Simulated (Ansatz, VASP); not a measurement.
**InSb: VASP beside Ansatz**

```
In Sb
1.0
     0.00000    2.97740    3.27514
     2.97740    0.00000    3.27514
     2.97740    2.97740    0.00000
In Sb
1 1
Direct
  0.00000 0.00000 0.00000
  0.50000 0.50000 0.50000
```

Alike in both runs: task single point; functional r2SCAN; k mesh 6 × 6 × 6; occupations gaussian, width 0.15 eV; no spin polarisation.

```csv
,VASP,Ansatz
version,VASP 6.6.1,Ansatz 0.2.0
potentials or method,"VASP PAW PBE potentials, release 64 (In_d, Sb), cutoff 520 eV","scalar-relativistic, plane waves, PAW"
valence electrons in the cell,18,28
```

```tsv
	VASP	Ansatz	Ansatz less VASP
gap on the k mesh at the Fermi level (eV)	none	none	-
pressure (GPa)	-0.5	-0.5	-0.03
traceless stress, the component that is largest in VASP (GPa)	-3.90	-3.88	+0.018
```

VASP's potentials were made for PBE, not for r2SCAN. A gap of «none» marks a metal or a gap that the smearing closes. With one functional, cell and mesh, what is left measures potentials, basis and numerics. VASP's potentials hold 18 valence electrons a cell and Ansatz's 28, so a difference there can come from the potentials and not from the codes.

Spin-orbit coupling is off throughout.
